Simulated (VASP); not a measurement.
Set up this calculation in VASP 6.6.1, as the native input.

* Task: single point
* Functional: PBE
* Potentials or basis: VASP PAW PBE potentials, release 64 (Ti_sv, Co)
* Cutoff: 520 eV
* k mesh: 20 × 20 × 20
* Occupations: gaussian, width 0.15 eV
* Spin: collinear spin, ferromagnetic start
* Starting moments: [0.0, 1.09] μB
* Dipole correction: no
* Further INCAR settings: ALGO = Normal; EDIFF = 1e-07; NBANDS = 22

The structure of TiCo lies in POSCAR:

```
TiCo
1.0
    2.9855872881      0.0000000000      0.0000000000
    0.0000000000      2.9855872881      0.0000000000
    0.0000000000      0.0000000000      2.9855872881
Ti Co
1 1
Direct
    0.0096689564      0.0096689564      0.0096689564
    0.5000000000      0.5000000000      0.5000000000
```

This cell differs from its parent crystal: all Ti atoms moved -0.050 Å, as atom 1 towards its neighbour atom 2 (Co) at 2.586 Å.

One way to write it, as run:

INCAR

```
ALGO = Normal ; EDIFF = 1E-7
ENCUT = 520 ; GGA = PE
ISIF = 2 ; ISMEAR = 0
ISPIN = 2 ; LASPH = True
LCHARG = True ; LELF = True
LMAXMIX = 4 ; LORBIT = 11
LREAL = False ; LVHAR = True
LWAVE = False ; MAGMOM = 0 1.09
NBANDS = 22 ; NELM = 150
PREC = Accurate ; SIGMA = 0.15
```

KPOINTS

```
k-points
0
Gamma
  20 20 20
```

Potentials or basis: VASP PAW PBE potentials, release 64 (Ti_sv, Co).

The run is started by

```console
$ cat potpaw_PBE.64/Ti_sv/POTCAR potpaw_PBE.64/Co/POTCAR > POTCAR
$ mpirun -np 1 vasp_std > vasp.out
```

It gave:

```json
{
  "Pressure": "-0.5 GPa",
  "Largest force": "0.247 eV/Å",
  "Net moment": "0.84 μB per cell",
  "Site moments": "Ti -0.03; Co +0.92 μB",
  "Valence electrons inside the program's atomic spheres": "Ti 10.29; Co 8.29"
}
```

Caveat: the cell differs from its parent crystal (all Ti atoms moved -0.050 Å, as atom 1 towards its neighbour atom 2 (Co) at 2.586 Å).

Wall time 24 min on 1 thread of Oxide Virtual Turin-like Processor, on a shared host, peak memory 0.7 GiB.
